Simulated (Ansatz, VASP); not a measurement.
TiO2 in VASP and in Ansatz

The input INCAR:

```
PREC = Accurate ; ENCUT = 520
EDIFF = 1E-6 ; ISMEAR = 0
SIGMA = 0.05 ; LREAL = False
LASPH = True ; NELM = 100
ALGO = Normal ; ISIF = 2
LWAVE = False ; LCHARG = False
GGA = PE ; NBANDS = 33
```

The input KPOINTS:

```
regular mesh
0
Gamma
  6 6 10
```

File POSCAR:

```
TiO2
1.0
    4.6819400349      0.0000000000      0.0000000000
    0.0000000000      4.6819400349      0.0000000000
    0.0000000000      0.0000000000      2.9884637574
Ti O
2 4
Direct
    0.0000000000      0.0000000000      0.0117733187
    0.5000000000      0.5000000000      0.5117733187
    0.3050970583      0.3050970583     -0.0176121460
    0.1949029417      0.8050970583      0.4823878540
    0.6949029417      0.6949029417     -0.0176121460
    0.8050970583      0.1949029417      0.4823878540
```

Input for Ansatz:

```yaml
crystal:
  lattice:
    - [4.6819400349, 0.0, 0.0]
    - [0.0, 4.6819400349, 0.0]
    - [0.0, 0.0, 2.9884637574]
  atoms:
    - { symbol: Ti, position: [0.0, 0.0, 0.0117733187] }
    - { symbol: Ti, position: [0.5, 0.5, 0.5117733187] }
    - { symbol: O, position: [0.3050970583, 0.3050970583, -0.017612146] }
    - { symbol: O, position: [0.1949029417, 0.8050970583, 0.482387854] }
    - { symbol: O, position: [0.6949029417, 0.6949029417, -0.017612146] }
    - { symbol: O, position: [0.8050970583, 0.1949029417, 0.482387854] }
basis:
  ecutwfc: 520.0
kpoints:
  mp_grid: { grid: [6, 6, 10] }
hamiltonian:
  xc: pbe
  pseudopotentials: { kind: paw, azcp: { folder: soft_1 } }
scf:
  occupations: { method: gaussian, width: 0.05 }
output:
  forces: true
  stress: true
  eigenvalues: true
```

Change from the starting cell: mode 1 frozen in at -0.052 Å, equal normal strain along x, y and z +0.0083.

Alike in both runs: task single point; functional PBE; k mesh 6 × 6 × 10; occupations gaussian, width 0.05 eV; no spin polarisation.

|  | VASP | Ansatz |
| --- | --- | --- |
| version | VASP 6.6.1 | Ansatz 0.2.0 |
| potentials or method | VASP PAW PBE potentials, release 64 (Ti_sv, O), cutoff 520 eV | scalar-relativistic, plane waves, PAW |
| valence electrons in the cell | 48 | 48 |

Ansatz gave:

```
gap on the k mesh at the Fermi level (eV)                     : 1.95
least direct gap on the mesh (eV)                             : 2.02
pressure (GPa)                                                : -4.4
traceless stress, the component that is largest in VASP (GPa) : -0.68
rms of the force components (eV/Å)                            : 0.055
```

**Question.** Which values does VASP return?

**Answer.** gap on the k mesh at the Fermi level (eV): 1.93; least direct gap on the mesh (eV): 1.99; pressure (GPa): -3.8; traceless stress, the component that is largest in VASP (GPa): -0.45; rms of the force components (eV/Å): 0.036.

Atom by atom the forces differ by 0.020 eV/Å (rms over components).
